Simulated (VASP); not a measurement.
Here is a VASP 6.6.1 calculation.

The input INCAR:

```
SYSTEM = Si
PREC = Accurate
ENCUT = 600
EDIFF = 1E-7
ISMEAR = -1
SIGMA = 0.02
LREAL = .FALSE.
LASPH = .TRUE.
NELM = 80
ALGO = Normal
ISIF = 3
LWAVE = .FALSE.
LCHARG = .FALSE.
GGA = PE
IBRION = 2
NSW = 80
EDIFFG = -0.01
```

KPOINTS

```
regular mesh
0
G
  6 6 6
  0 0 0
```

POSCAR

```
Si
1.0
    0.0000000000      2.7135600000      2.7135600000
    2.7135600000      0.0000000000      2.7135600000
    2.7135600000      2.7135600000      0.0000000000
Si
2
Direct
    0.7500000000      0.7500000000      0.7500000000
    0.5000000000      0.5000000000      0.5000000000
```

Potentials or basis: VASP PAW PBE potentials, release 64 (Si).

The run is started by

```bash
$ cat potpaw_PBE.64/Si/POTCAR > POTCAR
$ mpirun -np 1 vasp_std > vasp.out
```

**Question.** What does it give for the relaxed cell?

**Answer.** a = 3.868 Å, b = 3.868 Å, c = 3.868 Å, α = 60.00°, β = 60.00°, γ = 60.00°.

**Question.** What does it give for the band gap on the k mesh?

**Answer.** 0.75 eV, indirect (least direct gap 2.55 eV).

The path:
```
step  energy change (eV)  largest force (eV/Å)  pressure (GPa)  volume (Å³)
   1              0.0000                0.0000            2.22        39.96
   2             -0.0035                0.0000           -1.39        41.58
   3             -0.0064                0.0000            0.00        40.91
```

A k mesh can miss the band edges. PBE gaps usually lie below the measured ones, often by a third to a half.
